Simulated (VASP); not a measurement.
# SiMo6 in VASP: further runs, part 2 of 2

VASP 6.6.1.

### Step 3. Single point, PBEsol

INCAR

```
SYSTEM = SiMo6
PREC     = Accurate       ! precision mode
ENCUT    = 520            ! plane-wave cutoff, eV
EDIFF    = 1E-6           ! SCF threshold, eV
ISMEAR   = 0              ! smearing method
SIGMA    = 0.1            ! smearing width, eV
LREAL    = .FALSE.        ! projectors in reciprocal space
LASPH    = .TRUE.         ! aspherical terms in the spheres
NELM     = 60             ! most SCF steps
ALGO     = Normal         ! electronic algorithm
ISIF     = 2              ! what is computed and relaxed
LWAVE    = .FALSE.        ! write WAVECAR
LCHARG   = .FALSE.        ! write CHGCAR
LDIPOL   = .TRUE.       
IDIPOL   = 3            
DIPOL    = 0.5 0.5 0.341
GGA      = PS             ! functional
NBANDS   = 53             ! bands
```

KPOINTS

```
Automatic mesh
0
G
  6 6 1
  0 0 0
```

POSCAR

```
SiMo6
1.0
    4.4256825773      0.0000000000      0.0000000000
   -2.2128412886      3.8327535410      0.0000000000
    0.0000000000      0.0000000000     19.7247696212
Mo Si
6 1
Direct
    0.6666666667      0.3333333333      0.2027907082
    0.3333333333      0.6666666667      0.2485904154
    0.0000000000      0.0000000000      0.2943901226
    0.6666666667      0.3333333333      0.3368101106
    0.3333333333      0.6666666667      0.3772266206
    0.0000000000      0.0000000000      0.4169767140
    0.8888888889      0.2222222222      0.5117763240
```

Potentials or basis: VASP PAW PBE potentials, release 64 (Mo_sv, Si).

On the command line:

```console
$ cat potpaw_PBE.64/Mo_sv/POTCAR potpaw_PBE.64/Si/POTCAR > POTCAR
$ mpirun -np 1 vasp_std > vasp.out
```

OUTCAR:

```text
SYSTEM = SiMo6
   PREC = Accurate
   ENCUT = 520
   EDIFF = 1E-6
   ISMEAR = 0
   LREAL = .FALSE.
   LASPH = .TRUE.
   NELM = 60
   ISIF = 2
   GGA = PS

 ion  position               nearest neighbor table
   1  0.667  0.333  0.203-   4 2.64   2 2.71   2 2.71   2 2.71   3 3.13   3 3.13   3 3.13
   2  0.333  0.667  0.249-   5 2.54   3 2.71   1 2.71   1 2.71   3 2.71   3 2.71   1 2.71   4 3.09
                             4 3.09   4 3.09
   3  0.000  0.000  0.294-   6 2.42   4 2.69   4 2.69   4 2.69   2 2.71   2 2.71   2 2.71   5 3.03
                             5 3.03   5 3.03   1 3.13   1 3.13   1 3.13
   4  0.667  0.333  0.337-   1 2.64   5 2.68   5 2.68   5 2.68   3 2.69   3 2.69   3 2.69   6 3.00
                             6 3.00   6 3.00   2 3.09   2 3.09   2 3.09
[... 1338 lines left out ...]

 VOLUME and BASIS-vectors are now :
 -----------------------------------------------------------------------------
  energy-cutoff  :      520.00
  volume of cell :      334.58
      direct lattice vectors                 reciprocal lattice vectors
     4.425682577  0.000000000  0.000000000     0.225953846  0.130454514  0.000000000
    -2.212841289  3.832753541  0.000000000     0.000000000  0.260909028  0.000000000
     0.000000000  0.000000000 19.724769621     0.000000000  0.000000000  0.050697677

 POSITION                                       TOTAL-FORCE (eV/Angst)
 -----------------------------------------------------------------------------------
      2.21284      1.27758      4.00000         0.042775      0.014920      1.851672
     -0.00000      2.55517      4.90339         0.111751     -0.079439     -0.426974
      0.00000      0.00000      5.80678        -0.353071      0.220519     -2.265896
      2.21284      1.27758      6.64350        -0.158223     -0.058239     -0.740061
     -0.00000      2.55517      7.44071         0.182686     -0.178213      1.712675
      0.00000      0.00000      8.22477         1.470122     -1.075141     -0.158941
      3.44220      0.85172     10.09467        -1.296041      1.155593      0.027525
 -----------------------------------------------------------------------------------
    total drift:                                0.000126     -0.000079      0.000124

  FREE ENERGIE OF THE ION-ELECTRON SYSTEM (eV)
  ---------------------------------------------------
  free  energy   TOTEN  =       -67.8753274210 eV

  energy  without entropy=      -67.8278580317  energy(sigma->0) =      -67.85159273

 vacuum level on the upper side and lower side of the slab         5.814         4.572
```

Wall time 7.3 min (1 thread of Intel Xeon 6975P-C (Granite Rapids), shared host); peak memory 0.63 GiB.

What came out:

```
Free energy            : -67.8753 eV
Largest force          : 2.304 eV/Å
Band gap on the k mesh : zero (bands 44 and 45 overlap by 0.14 eV)
```

Forces on the atoms (eV/Å):
```
Mo   0.043  0.015  1.852
Mo   0.112 -0.079 -0.427
Mo  -0.353  0.221 -2.266
Mo  -0.158 -0.058 -0.740
Mo   0.183 -0.178  1.713
Mo   1.470 -1.075 -0.159
Si  -1.296  1.156  0.028
```

Caveat: the PAW data sets were made with another functional, which shifts forces and pressure a little.

### Step 4. Single point, PBEsol

INCAR

```
SYSTEM = SiMo6
  PREC = Accurate
  ENCUT = 520
  EDIFF = 1E-7
  ISMEAR = 0
  SIGMA = 0.1
  LREAL = .False.
  LASPH = .True.
  NELM = 100
  ALGO = Normal
  ISIF = 2
  LWAVE = .False.
  LCHARG = .False.
  LDIPOL = .True.
  IDIPOL = 3
  DIPOL = 0.5 0.5 0.339
  GGA = PS
  NBANDS = 53
```

KPOINTS

```
Automatic mesh
0
Gamma
  6 6 1
  0 0 0
```

Changes to POSCAR since step 3:

```diff
@@ -14,2 +14,2 @@
     0.0000000000      0.0000000000      0.4169767140
-    0.8888888889      0.2222222222      0.5117763240
+    0.1111111111      0.4444444444      0.4940688307
```

On the command line:

```console
$ cat potpaw_PBE.64/Mo_sv/POTCAR potpaw_PBE.64/Si/POTCAR > POTCAR
$ mpirun -np 1 vasp_std > vasp.out
```

Run time: 8.4 min. Hardware: 1 thread of Intel Xeon 6975P-C (Granite Rapids), shared host; peak memory 0.61 GiB.

It converged, with:

```yaml
Free_energy: -68.7953 eV
Largest_force: 2.410 eV/Å
Band_gap_on_the_k_mesh: zero (bands 44 and 45 overlap by 0.05 eV)
```

Forces in eV/Å, atoms in the order of the input:
```
Mo   0.074  0.036  2.053
Mo  -0.065 -0.100 -0.863
Mo  -0.033  0.277 -1.883
Mo  -0.246 -0.293 -1.136
Mo   0.278  0.424  0.698
Mo   1.015 -1.902  1.077
Si  -1.022  1.558  0.053
```

Levels at points of the mesh, in eV from the Fermi level:
```csv
k point,band 42,band 43,band 44,band 45,band 46,band 47
"(0.00, 0.00, 0.00)",-1.21,-0.75,-0.31,0.00,1.01,1.25
"(0.50, 0.00, 0.00)",-0.57,-0.43,0.03,0.11,0.39,1.18
"(0.00, 0.50, 0.00)",-0.61,-0.35,-0.19,0.03,0.34,0.49
"(0.50, 0.50, 0.00)",-0.54,-0.34,-0.04,0.06,0.64,0.71
```

Caveat: the PAW data sets were made with another functional, which shifts forces and pressure a little.

### Step 5. The runs side by side

```tsv
cell	gap on the mesh (eV)	largest force (eV/Å)
as given, atomic positions A	none	2.21
as given, atomic positions B	none	2.30
as given, atomic positions C	none	2.41
```

Alike in all rows: task single point; level PBEsol; potentials or basis VASP PAW PBE potentials, release 64 (Mo_sv, Si); no spin polarisation; k mesh 6 × 6 × 1; cutoff (eV) 520; smearing gaussian 0.1 eV.

Caveats: the PAW data sets were made with another functional, which shifts forces and pressure a little.

Total energies depend on the potentials used, so only differences within one code and one set of settings carry meaning.
